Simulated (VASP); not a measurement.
Input of a VASP 6.6.1 run:

Contents of INCAR:

```
SYSTEM = TiCo
ALGO = Normal
EDIFF = 1E-6
ENCUT = 520
GGA = CA
ISIF = 2
ISMEAR = -1
ISPIN = 2
LASPH = .TRUE.
LCHARG = .FALSE.
LMAXMIX = 4
LORBIT = 11
LREAL = .FALSE.
LWAVE = .FALSE.
MAGMOM = 0 0.4
NBANDS = 22
NELM = 150
PREC = Accurate
SIGMA = 0.05
```

File KPOINTS:

```
k-points
0
G
  12 12 12
  0 0 0
```

File POSCAR:

```
TiCo
1.0
    3.0164276150      0.0000000000      0.0000000000
    0.0000000000      3.0164276150      0.0000000000
    0.0000000000      0.0000000000      2.9263887702
Ti Co
1 1
Direct
    0.0000000000      0.0000000000      0.0000000000
    0.5000000000      0.5000000000      0.5000000000
```

Potentials or basis: VASP PAW LDA potentials, release 64 (Ti_sv, Co).

Run with:

```bash
$ cat potpaw_LDA.64/Ti_sv/POTCAR potpaw_LDA.64/Co/POTCAR > POTCAR
$ mpirun -np 1 vasp_std > vasp.out
```

**Question.** Estimate the pressure.

**Answer.** -15.2 GPa.

**Question.** Predict the net moment.

**Answer.** 0.14 μB per cell.

**Question.** Estimate the site moments.

**Answer.** Ti +0.00; Co +0.14 μB.

Stress tensor (GPa, compression positive):
```
-15.58   0.00   0.00
  0.00 -15.58   0.00
  0.00   0.00 -14.48
```
